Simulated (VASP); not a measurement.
A run of VASP 6.6.1 is set up as follows.

The input INCAR:

```
PREC = Accurate
ENCUT = 520
EDIFF = 1E-7
ISMEAR = -1
SIGMA = 0.08
LREAL = F
LASPH = T
NELM = 60
ALGO = Normal
ISIF = 2
LWAVE = F
LCHARG = F
GGA = PE
NBANDS = 17
```

Contents of KPOINTS:

```
Automatic mesh
0
Gamma
  11 11 6
```

The input POSCAR:

```
Sr
1.0
    4.2696216150      0.0000000000      0.0000000000
   -2.1348108075      3.6976007831      0.0000000000
    0.0000000000      0.0000000000      6.9986823019
Sr
2
Direct
    0.3646810532      0.6896147903      0.2500000000
    0.6666666667      0.3333333333      0.7500000000
```

Potentials or basis: VASP PAW PBE potentials, release 64 (Sr_sv).

Launch:

```sh
$ cat potpaw_PBE.64/Sr_sv/POTCAR > POTCAR
$ mpirun -np 1 vasp_std > vasp.out
```

What does it give for the band gap on the k mesh?

Zero (band 10 reaches 1.70 eV, above the bottom of band 11 at 1.56 eV).

Estimate the largest force.

0.032 eV/Å.

Forces in eV/Å, atoms in the order of the input:
```
Sr  -0.021 -0.025  0.000
Sr   0.021  0.025  0.000
```

Caveat: the cell differs from its parent crystal (atom 1 (Sr) moved by [0.084853, 0.084853, 0.0] A).
